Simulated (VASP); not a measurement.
A run of VASP 6.6.1:

File POSCAR:

```
MgB2
1.0
    3.0897861850      0.0000000000      0.0000000000
   -1.5448930925      2.6758333285      0.0000000000
    0.0000000000      0.0000000000      3.5120909540
Mg B
1 2
Direct
    0.0000000000      0.0000000000      0.0000000000
    0.3333333333      0.6666666667      0.5000000000
    0.6666666667      0.3333333333      0.5000000000
```

Contents of INCAR.step1:

```
PREC = Accurate ; ENCUT = 920
ISMEAR = 0 ; SIGMA = 0.05
LREAL = False ; LASPH = True
NELM = 120 ; NBANDS = 15
GGA = PE ; ALGO = Normal
EDIFF = 1E-5 ; LWAVE = True
LCHARG = False ; GGA_COMPAT = False
```

Contents of INCAR.step2:

```
PREC = Accurate ; ENCUT = 920
EDIFF = 1E-6 ; ISMEAR = 0
SIGMA = 0.05 ; LREAL = False
LASPH = True ; NELM = 120
ALGO = Normal ; ISIF = 2
LWAVE = False ; LCHARG = True
METAGGA = R2SCAN ; LMIXTAU = True
LELF = True ; LVHAR = True
NBANDS = 15 ; ISTART = 1
GGA_COMPAT = False
```

File KPOINTS:

```
regular mesh
0
Gamma
  8 8 6
```

Potentials or basis: VASP PAW PBE potentials, release 64 (Mg_sv, B).

Launch:

```console
$ cat potpaw_PBE.64/Mg_sv/POTCAR potpaw_PBE.64/B/POTCAR > POTCAR
$ cp INCAR.step1 INCAR
$ mpirun -np 1 vasp_std > vasp.out
$ cp INCAR.step2 INCAR
$ mpirun -np 1 vasp_std > vasp.out
```

Hardware: 1 thread of Intel(R) Xeon(R) Platinum 8259CL CPU @ 2.50GHz (Skylake/Cascade Lake), on a shared host.

Estimate the wall time of this run.

It took 84 s on 1 thread of Intel(R) Xeon(R) Platinum 8259CL CPU @ 2.50GHz (Skylake/Cascade Lake), with other jobs on the host, peak memory 0.21 GiB. Counts: k points 40.
